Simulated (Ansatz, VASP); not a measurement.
Two plane-wave programs on HfO2

```
CELL_PARAMETERS angstrom
3.71976 0.00000 0.00000
0.00000 3.71976 0.00000
0.00000 0.00000 5.41031
ATOMIC_POSITIONS crystal
Hf 0.50000 0.50000 0.50000
Hf 0.00000 0.00000 0.00000
O 0.00000 0.50000 0.67387
O 0.50000 0.00000 0.82613
O 0.50000 0.00000 0.32613
O 0.00000 0.50000 0.17387
```

Change from the starting cell: hydrostatic strain +4.0%.

Alike in both runs: task single point; functional PBE; k mesh 8 × 8 × 6; occupations fermi-dirac, width 0.02 eV; no spin polarisation.

|  | VASP | Ansatz |
| --- | --- | --- |
| version | VASP 6.6.1 | Ansatz 0.2.0 |
| potentials or method | VASP PAW PBE potentials, release 64 (Hf_pv, O) | plane waves, PAW |
| plane-wave cutoff (eV) | 520 | 420 |
| valence electrons in the cell | 44 | 76 |

|  | VASP | Ansatz | Ansatz less VASP |
| --- | --- | --- | --- |
| gap on the k mesh at the Fermi level (eV) | 4.31 | 4.36 | +0.052 |
| pressure (GPa) | -15.4 | -12.9 | +2.51 |
| traceless stress, the component that is largest in VASP (GPa) | 6.36 | 6.04 | -0.321 |
| rms of the force components (eV/Å) | 0.005 | 0.037 | +0.0312 |

Atom by atom the forces differ by 0.031 eV/Å (rms over components). VASP's potentials hold 44 valence electrons a cell and Ansatz's 76, so a difference there can come from the potentials and not from the codes.

Neither program's run includes spin-orbit coupling.
